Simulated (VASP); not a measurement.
Input of a VASP 6.6.1 run:

Contents of INCAR:

```
ALGO = Normal
EDIFF = 1E-6
ENCUT = 520
GGA = CA
ISIF = 2
ISMEAR = -1
ISPIN = 2
LASPH = True
LCHARG = False
LMAXMIX = 4
LORBIT = 11
LREAL = False
LWAVE = False
MAGMOM = 1.81 1.81
NBANDS = 21
NELM = 150
NUPDOWN = 3.6
PREC = Accurate
SIGMA = 0.2
```

KPOINTS

```
k-points
0
Gamma
  6 6 3
```

File POSCAR:

```
Ni
1.0
    2.4480230000      0.0000000000      0.0000000000
   -1.2240110000      2.1200500000      0.0000000000
    0.0000000000      0.0000000000      4.0728080000
Ni
2
Direct
    0.3333333333      0.6666666667      0.2500000000
    0.6666666667      0.3333333333      0.7500000000
```

Potentials or basis: VASP PAW LDA potentials, release 64 (Ni).

The run is started by

```bash
$ cat potpaw_LDA.64/Ni/POTCAR > POTCAR
$ mpirun -np 1 vasp_std > vasp.out
```

Task: What does it give for the pressure?

Result: 12.0 GPa.

Stress tensor (GPa, compression positive):
```
15.72  0.00  0.00
 0.00 15.72  0.00
 0.00  0.00  4.54
```

Caveat: the k points lie up to 0.51 Å⁻¹ apart; the total moment is fixed, so each spin has its own Fermi level.
